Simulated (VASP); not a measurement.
Li: single point with PBE

The system is Li.

```
Li
1.0
     7.20531    0.00000    0.00000
     0.00000    7.20531    0.00000
     0.00000    0.00000    7.20531
Li
16
Cartesian
  -0.0239 -0.0523 -0.1073
  3.5530 0.1681 0.1356
  0.1371 3.5095 0.0165
  0.0285 0.2056 3.6036
  1.5890 1.7446 1.8647
  3.6588 3.6432 0.3445
  3.7183 -0.0078 3.3504
  5.4424 1.8702 1.8240
  0.0560 3.6319 3.6397
  1.9827 5.2267 1.5520
  1.8801 1.7280 5.5594
  3.5021 3.6514 3.6051
  5.2331 5.3352 1.7619
  5.4534 1.7644 5.3751
  1.7331 5.3667 5.2517
  5.3286 5.3775 5.4382
```

| Quantity | Value |
| --- | --- |
| Program | VASP 6.6.1 |
| Task | single point |
| Functional | PBE |
| Potentials or basis | VASP PAW PBE potentials, release 64 (Li_sv) |
| Cutoff | 650 eV |
| k mesh | 2 × 2 × 2 |
| Occupations | fermi-dirac, width 0.11 eV |
| Spin | no spin polarisation |

```json
{"Pressure": "-1.4 GPa", "Largest force": "0.569 eV/Å", "Band gap on the k mesh": "zero (band 24 reaches 0.50 eV, above the bottom of band 25 at -0.29 eV)"}
```

Forces on the atoms (eV/Å):
```
Li  -0.026 -0.030  0.163
Li   0.064 -0.118 -0.056
Li  -0.151  0.032 -0.071
Li  -0.048 -0.287  0.010
Li   0.226  0.100 -0.062
Li  -0.019 -0.345 -0.452
Li  -0.161  0.021  0.164
Li   0.047  0.030 -0.028
Li  -0.090 -0.019 -0.094
Li  -0.312  0.319  0.258
Li   0.023  0.123 -0.134
Li   0.036 -0.202 -0.041
Li   0.384  0.114  0.086
Li  -0.086  0.114  0.045
Li   0.151  0.138  0.179
Li  -0.038  0.010  0.031
```

Stress tensor (GPa, compression positive):
```
-1.30 -0.06 -0.01
-0.06 -1.36  0.09
-0.01  0.09 -1.44
```

Levels at points of the mesh, in eV from the Fermi level:
```tsv
k point	band 20	band 21	band 22	band 23	band 24	band 25	band 26	band 27
(0.00, 0.00, 0.00)	-0.99	-0.94	-0.91	-0.82	0.40	0.40	0.42	0.43
(0.50, 0.00, 0.00)	-0.52	-0.48	-0.47	-0.44	-0.43	-0.39	-0.36	1.12
(0.00, 0.50, 0.00)	-0.56	-0.50	-0.45	-0.44	-0.41	-0.38	-0.29	1.08
(0.00, 0.00, 0.50)	-0.52	-0.47	-0.45	-0.44	-0.39	-0.38	-0.33	1.05
(0.50, 0.50, 0.00)	-2.06	-0.04	0.00	0.06	0.07	0.15	0.17	0.18
(0.00, 0.50, 0.50)	-2.07	-0.03	0.01	0.05	0.11	0.12	0.14	0.19
(0.50, 0.00, 0.50)	-2.05	-0.06	0.01	0.03	0.09	0.14	0.17	0.20
(0.50, 0.50, 0.50)	-1.58	-1.53	-1.49	-1.47	-1.45	2.13	2.21	2.27
```

Run time: 76 s on 1 thread of Intel(R) Xeon(R) 6975P-C (Granite Rapids), on a shared host, peak memory 0.51 GiB.

Caveat: the k points lie up to 0.44 Å⁻¹ apart.
